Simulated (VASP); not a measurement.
# Cu (Fm-3m) in VASP: a series of runs

The runs below take Cu through density of states, with PBEsol.

All numbers are computed with VASP 6.6.1; they aren't measurements. Logs are shortened: lines on timing, memory, paths and dates and some standing lists are left out, and cuts for length are marked.

## 1. The cell of the first run

Symmetry: Fm-3m, No. 225, cubic system. The conventional cell has a = 2.690 Å, b = 2.690 Å, c = 2.690 Å, α = 90.00°, β = 90.00°, γ = 90.00°. Within 2.5 Å of Cu (site symmetry m-3m) lie 12 Cu at 1.90 Å.

## 2. Density of states, PBEsol (volume scaled by 0.43)

The input, POSCAR:

```
Cu
1.0
    0.0000000000      1.3449556456      1.3449556456
    1.3449556456      0.0000000000      1.3449556456
    1.3449556456      1.3449556456      0.0000000000
Cu
1
Direct
    0.0000000000      0.0000000000      0.0000000000
```

The input, INCAR.step1:

```
PREC = Accurate
ENCUT = 520
EDIFF = 1E-6
ISMEAR = -1
SIGMA = 0.08
LREAL = False
LASPH = True
NELM = 100
ALGO = Normal
ISIF = 2
LWAVE = False
LCHARG = True
LMAXMIX = 4
GGA = PS
NBANDS = 12
```

The input, KPOINTS.step1:

```
Automatic mesh
0
Gamma
  20 20 20
```

The input, INCAR.step2:

```
PREC = Accurate
ENCUT = 520
EDIFF = 1E-6
ISMEAR = -5
SIGMA = 0.08
LREAL = False
LASPH = True
NELM = 100
ALGO = Normal
ISIF = 2
LWAVE = False
LCHARG = False
LMAXMIX = 4
GGA = PS
LORBIT = 11
NBANDS = 12
NEDOS = 1001
ICHARG = 11
```

The input, KPOINTS.step2:

```
Automatic mesh
0
Gamma
  30 30 30
```

Potentials or basis: VASP PAW PBE potentials, release 64 (Cu).

Launch:

```
$ cat potpaw_PBE.64/Cu/POTCAR > POTCAR
$ cp INCAR.step1 INCAR
$ cp KPOINTS.step1 KPOINTS
$ mpirun -np 1 vasp_std > vasp.out
$ cp INCAR.step2 INCAR
$ cp KPOINTS.step2 KPOINTS
$ mpirun -np 1 vasp_std > vasp.out
```

OUTCAR:

```text
PREC = Accurate
   ENCUT = 520
   EDIFF = 1E-6
   ISMEAR = -5
   LREAL = False
   LASPH = True
   NELM = 100
   ISIF = 2
   GGA = PS
   LORBIT = 11
   ICHARG = 11

 ion  position               nearest neighbor table
   1  0.000  0.000  0.000-

  LATTYP: Found a face centered cubic cell.
 ALAT       =     2.6899112912

  Lattice vectors:

 A1 = (   0.0000000000,   1.3449556456,   1.3449556456)
 A2 = (   1.3449556456,   0.0000000000,   1.3449556456)
 A3 = (   1.3449556456,   1.3449556456,   0.0000000000)

Analysis of symmetry for initial positions (statically):
=====================================================================
 Subroutine PRICEL returns:
 Original cell was already a primitive cell.

 Routine SETGRP: Setting up the symmetry group for a
 face centered cubic supercell.

 Subroutine GETGRP returns: Found 48 space group operations
 (whereof 48 operations were pure point group operations)
 out of a pool of 48 trial point group operations.

The static configuration has the point symmetry O_h .

Analysis of symmetry for dynamics (positions and initial velocities):
=====================================================================
 Subroutine PRICEL returns:
 Original cell was already a primitive cell.

 Routine SETGRP: Setting up the symmetry group for a
 face centered cubic supercell.

 Subroutine GETGRP returns: Found 48 space group operations
 (whereof 48 operations were pure point group operations)
 out of a pool of 48 trial point group operations.

The dynamic configuration has the point symmetry O_h .

 Subroutine INISYM returns: Found 48 space group operations
 (whereof 48 operations are pure point group operations),
 and found     1 'primitive' translations

----------------------------------------------------------------------------------------

                                     Primitive cell

  volume of cell :       4.8658

  direct lattice vectors                    reciprocal lattice vectors
     0.000000000  1.344955646  1.344955646    -0.371759472  0.371759472  0.371759472
     1.344955646  0.000000000  1.344955646     0.371759472 -0.371759472  0.371759472
     1.344955646  1.344955646  0.000000000     0.371759472  0.371759472 -0.371759472

  length of vectors
     1.902054515  1.902054515  1.902054515     0.643906293  0.643906293  0.643906293

  position of ions in fractional coordinates (direct lattice)
     0.000000000  0.000000000  0.000000000

  ion indices of the primitive-cell ions
   primitive index   ion index
                 1           1

----------------------------------------------------------------------------------------

 KPOINTS: Automatic mesh

Automatic generation of k-mesh.
 Grid dimensions read from file:
 generate k-points for:   30   30   30

 Generating k-lattice:

  Cartesian coordinates                     Fractional coordinates (reciprocal lattice)
    -0.012391982  0.012391982  0.012391982     0.033333333  0.000000000  0.000000000
     0.012391982 -0.012391982  0.012391982     0.000000000  0.033333333  0.000000000
     0.012391982  0.012391982 -0.012391982     0.000000000  0.000000000  0.033333333

  Length of vectors
     0.021463543  0.021463543  0.021463543

  Shift w.r.t. Gamma in fractional coordinates (k-lattice)
     0.000000000  0.000000000  0.000000000

 TETIRR: Found   3593 inequivalent tetrahedra from   162000

 Subroutine IBZKPT returns following result:
 ===========================================

 Found    752 irreducible k-points:

 Following reciprocal coordinates:
            Coordinates               Weight
  0.000000  0.000000  0.000000      1.000000
  0.033333  0.000000  0.000000      8.000000
  0.066667  0.000000  0.000000      8.000000
  0.100000  0.000000  0.000000      8.000000
  0.133333  0.000000  0.000000      8.000000
  0.166667  0.000000  0.000000      8.000000
[... 16 lines left out ...]
  0.233333  0.033333  0.000000     24.000000
  0.266667  0.033333  0.000000     24.000000
 [... further k-points ...]
   k-points           NKPTS =    752   k-points in BZ     NKDIM =    752   number of bands    NBANDS=     12
   number of dos      NEDOS =   1001   number of ions     NIONS =      1
   total plane-waves  NPLWV =   2744
   dimension x,y,z NGX =    14 NGY =   14 NGZ =   14
   dimension x,y,z NGXF=    28 NGYF=   28 NGZF=   28
   ions per type =               1
   NGX,Y,Z   is equivalent  to a cutoff of  12.24, 12.24, 12.24 a.u.
   NGXF,Y,Z  is equivalent  to a cutoff of  24.47, 24.47, 24.47 a.u.
 SYSTEM =  unknown system
   PREC   = accura    normal or accurate (medium, high low for compatibility)
   ISTART =      0    job   : 0-new  1-cont  2-samecut
   ICHARG =     11    charge: 1-file 2-atom 10-const
   ISPIN  =      1    spin polarized calculation?
   LNONCOLLINEAR =      F non collinear calculations
   LSORBIT =      F    spin-orbit coupling
   LASPH  =      T    aspherical Exc in radial PAW
   ENCUT  =  520.0 eV  38.22 Ry    6.18 a.u.   3.54  3.54  3.54*2*pi/ulx,y,z
   NELM   =    100;   NELMIN=  2; NELMDL=  0     # of ELM steps
   EDIFF  = 0.1E-05   stopping-criterion for ELM
   LREAL  =      F    real-space projection
   EDIFFG = 0.1E-04   stopping-criterion for IOM
   NSW    =      0    number of steps for IOM
   IBRION =     -1    ionic relax: 0-MD 1-quasi-New 2-CG
   NFREE  =      0    steps in history (QN), initial steepest desc. (CG)
   ISIF   =      2    stress and relaxation
   ISYM   =      2    0-nonsym 1-usesym 2-fastsym
   POTIM  = 0.5000    time-step for ionic-motion
   TEBEG  =    0.0;   TEEND  =   0.0 temperature during run
   PSTRESS=    0.0 pullay stress
   NELECT =      11.0000    total number of electrons
   NUPDOWN=      -1.0000    fix difference up-down
   EMIN   =  10.00;   EMAX   =-10.00  energy-range for DOS
   EFERMI =   0.00;   METHOD = LEGACY
   ISMEAR =    -5;   SIGMA  =   0.08  broadening in eV -4-tet -1-fermi 0-gaus
   EFERMI_NEDOS =   21; number of points for ismear=-14 and -15
   IALGO  =     38    algorithm
   IMIX   =      4    mixing-type and parameters
     AMIX     =   0.40;   BMIX     =  1.00
     AMIX_MAG =   1.60;   BMIX_MAG =  1.00
  volume/ion in A,a.u.               =       4.87        32.84
  Fermi-wavevector in a.u.,A,eV,Ry     =   2.148594  4.060255 62.810721  4.616458
  Thomas-Fermi vector in A             =   3.125584
   LORBIT       =     11    0 simple, 1 ext, 2 COOP (PROOUT), +10 PAW based schemes
   GGA     = PS    functional components
   LHFCALC =     F    Hartree Fock is set to
   AEXX    =    0.0000 exact exchange contribution
   IVDW    =     0    specifies the selected vdW correction
   LEPSILON=     F    determine dielectric tensor
   LRPA    =     F    only Hartree local field effects (RPA)
 non-spin polarized calculation
 Fermi weights with tetrahedron method with Bloechl corrections
  energy-cutoff  :      520.00
  volume of cell :        4.87
 maximum number of plane-waves:       141

 number of electron      10.9999994 magnetization

 Free energy of the ion-electron system (eV)
  ---------------------------------------------------
  ext. energy  EPLUGINS =         0.00000000
  ---------------------------------------------------
  free energy    TOTEN  =         5.76328194 eV

  energy without entropy =        5.76328194  energy(sigma->0) =        5.76328194

 E-fermi :  26.7586     XC(G=0): -19.0439

 val. band max:       26.7269964346   @ k =  -0.2667   0.2333   0.0333
 cond. band min:      26.7104749169   @ k =   0.4667   0.4333   0.0000
 fundamental gap:     -0.0165215177
 Fermi energy:        26.7585688303

 k-point     1 :       0.0000    0.0000    0.0000
  band No.  band energies     occupation
      1       7.4030      2.00000
      2      17.4460      2.00000
      3      17.4460      2.00000
      4      17.4460      2.00000
      5      20.6980      2.00000
      6      20.6980      2.00000
      7      52.9493      0.00000
      8      63.8682      0.00000
      9      63.8682      0.00000
     10      63.8682      0.00000
     11      72.6608      0.00000
     12      74.2565      0.00000

 k-point     2 :       0.0333    0.0000    0.0000
  band No.  band energies     occupation
      1       7.4853      2.00000
      2      17.4061      2.00000
      3      17.4746      2.00000
      4      17.4746      2.00000
      5      20.6809      2.00000
      6      20.6809      2.00000
      7      52.9942      0.00000
      8      63.0726      0.00000
      9      63.9079      0.00000
     10      63.9079      0.00000
     11      73.1415      0.00000
     12      74.2457      0.00000

 k-point     3 :       0.0667    0.0000    0.0000
  band No.  band energies     occupation
      1       7.7292      2.00000
      2      17.2919      2.00000
      3      17.5565      2.00000
      4      17.5565      2.00000
      5      20.6343      2.00000
      6      20.6343      2.00000
      7      53.1037      0.00000
      8      61.2902      0.00000
      9      64.0225      0.00000
     10      64.0225      0.00000
     11      73.0867      0.00000
     12      74.1999      0.00000
[... 286 lines left out ...]
 k-point    23 :       0.2333    0.0333    0.0000
  band No.  band energies     occupation
      1      10.5005      2.00000
      2      16.4769      2.00000
      3      18.0279      2.00000
      4      18.0715      2.00000
      5      20.4757      2.00000
      6      20.9491      2.00000
      7      49.6136      0.00000
      8      54.8463      0.00000
      9      63.6469      0.00000
     10      66.1508      0.00000
     11      70.2057      0.00000
     12      72.7309      0.00000

 k-point    24 :       0.2667    0.0333    0.0000
  band No.  band energies     occupation
      1      11.1206      2.00000
      2      16.5927      2.00000
      3      17.9464      2.00000
      4      18.0200      2.00000
      5      20.7569      2.00000
      6      21.2025      2.00000
      7      47.6500      0.00000
      8      54.3455      0.00000
      9      63.6350      0.00000
     10      66.6156      0.00000
     11      69.5534      0.00000
     12      72.0431      0.00000

 [... further k-points ...]
[... 5 lines left out ...]
  --------------------------------------------------------------------------------------
  -------------------------------------------------------------------------------------
  Total       34.6719809     34.6719809     34.6719809     -0.0000000      0.0000000      0.0000000
  in kB    11416.5623882  11416.5623882  11416.5623882     -0.0000000      0.0000000      0.0000000
  external PRESSURE =   11416.5623882 kB  Pullay stress =       0.0000000 kB

 VOLUME and BASIS-vectors are now :
 -----------------------------------------------------------------------------
  energy-cutoff  :      520.00
  volume of cell :        4.87
      direct lattice vectors                 reciprocal lattice vectors
     0.000000000  1.344955646  1.344955646    -0.371759472  0.371759472  0.371759472
     1.344955646  0.000000000  1.344955646     0.371759472 -0.371759472  0.371759472
     1.344955646  1.344955646  0.000000000     0.371759472  0.371759472 -0.371759472

 POSITION                                       TOTAL-FORCE (eV/Angst)
 -----------------------------------------------------------------------------------
      0.00000      0.00000      0.00000         0.000000      0.000000      0.000000
 -----------------------------------------------------------------------------------
    total drift:                               -0.000000     -0.000000     -0.000000

  FREE ENERGIE OF THE ION-ELECTRON SYSTEM (eV)
  ---------------------------------------------------
  free  energy   TOTEN  =         5.7632819391 eV

  energy  without entropy=        5.7632819391  energy(sigma->0) =        5.76328194

 total charge

# of ion       s       p       d       tot
------------------------------------------
    1        1.030   1.758   9.941  12.729
```

Run time: 48 s. Hardware: 1 thread of Intel Xeon 8259CL, shared host; peak memory 0.16 GiB.

Levels at points of the mesh, in eV from the Fermi level:
| k point | band 3 | band 4 | band 5 | band 6 | band 7 | band 8 | band 9 | band 10 |
| --- | --- | --- | --- | --- | --- | --- | --- | --- |
| (0.00, 0.00, 0.00) | -9.31 | -9.31 | -6.06 | -6.06 | 26.19 | 37.11 | 37.11 | 37.11 |
| (0.50, 0.00, 0.00) | -9.55 | -4.99 | -3.86 | -3.86 | 10.49 | 24.52 | 37.22 | 37.22 |
| (0.50, 0.50, 0.00) | -3.91 | -3.29 | -3.29 | 0.49 | 15.00 | 20.52 | 20.52 | 29.62 |

Caveat: the PAW data sets were made with another functional, which shifts forces and pressure a little; tetrahedron occupations give inexact forces and stress in metals.

[end of part 1 of 2]
